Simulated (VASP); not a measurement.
Wanted: the native input for a VASP 6.6.1 run.

- Task: electric field gradients
- Functional: PBE
- Potentials or basis: VASP PAW PBE potentials, release 64 (Bi_d, Te)
- Cutoff: 520 eV
- k mesh: 7 × 7 × 7
- Occupations: fermi-dirac, width 0.08 eV
- Spin: no spin polarisation
- Dipole correction: no
- Further INCAR settings: ALGO = Normal; EDIFF = 1e-08; NBANDS = 32

The structure of Bi2Te3 lies in POSCAR:

```
Bi2Te3
1.0
    2.1633617825      1.2490175074     10.0282792391
   -2.1633617825      1.2490175074     10.0282792391
    0.0000000000     -2.4980350149     10.0282792391
Bi Te
2 3
Direct
    0.4000000000      0.4000000000      0.4000000000
    0.6000000000      0.6000000000      0.6000000000
    0.0000000000      0.0000000000      0.0000000000
    0.2095000000      0.2095000000      0.2095000000
    0.7905000000      0.7905000000      0.7905000000
```

The input as run:

INCAR

```
SYSTEM = Bi2Te3
ALGO     = Normal         ! electronic algorithm
EDIFF    = 1E-8           ! SCF threshold, eV
ENCUT    = 520            ! plane-wave cutoff, eV
GGA      = PE             ! functional
ISIF     = 2              ! what is computed and relaxed
ISMEAR   = -1             ! smearing method
LASPH    = .True.         ! aspherical terms in the spheres
LCHARG   = .False.        ! write CHGCAR
LEFG     = .True.       
LREAL    = .False.        ! projectors in reciprocal space
LWAVE    = .False.        ! write WAVECAR
NBANDS   = 32             ! bands
NELM     = 80             ! most SCF steps
PREC     = Accurate       ! precision mode
SIGMA    = 0.08           ! smearing width, eV
```

KPOINTS

```
k-points
0
Gamma
  7 7 7
  0 0 0
```

Potentials or basis: VASP PAW PBE potentials, release 64 (Bi_d, Te).

Launch:

```sh
$ cat potpaw_PBE.64/Bi_d/POTCAR potpaw_PBE.64/Te/POTCAR > POTCAR
$ mpirun -np 1 vasp_std > vasp.out
```

It gave:

```
Pressure                                : 4.4 GPa
Largest force                           : 0.241 eV/Å
Band gap on the k mesh                  : 0.25 eV
Largest electric field gradient by atom : Bi +27.3; Te +94.0, +8.2 (each value once) V/Å²
```

Caveat: the cell stands under pressure; without QUAD_EFG the Cq values of the log hold for a quadrupole moment of 1 mb, not for the nuclei; spin-orbit coupling is left out, which moves the levels of the heavy elements; an odd mesh through Γ misses points on the zone boundary, where band edges can lie.

Wall time 14 min on 1 thread of Intel(R) Xeon(R) Platinum 8559C (Emerald Rapids), with other jobs on the host, peak memory 0.97 GiB.
